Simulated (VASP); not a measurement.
Input of a VASP 6.6.1 run:

INCAR

```
SYSTEM = Ru
PREC = Accurate
ENCUT = 520
EDIFF = 1E-6
ISMEAR = -1
SIGMA = 0.1
LREAL = .FALSE.
LASPH = .TRUE.
NELM = 80
ALGO = Normal
ISIF = 2
LWAVE = .FALSE.
LCHARG = .FALSE.
NBANDS = 13
```

File KPOINTS:

```
Automatic mesh
0
G
  17 17 17
  0 0 0
```

Contents of POSCAR:

```
Ru
1.0
    2.3343682011      0.0000000000      0.0000000000
    0.0000000000      2.3343682011      0.0000000000
    0.0000000000      0.0000000000      2.3343682011
Ru
1
Direct
    0.0000000000      0.0000000000      0.0000000000
```

Potentials or basis: VASP PAW LDA potentials, release 64 (Ru_pv).

Run with:

```sh
$ cat potpaw_LDA.64/Ru_pv/POTCAR > POTCAR
$ mpirun -np 1 vasp_std > vasp.out
```

Q: Estimate the band gap on the k mesh.

A: Zero (band 7 reaches 19.28 eV, above the bottom of band 8 at 12.79 eV).

Q: What does it give for the pressure?

A: 64.0 GPa.
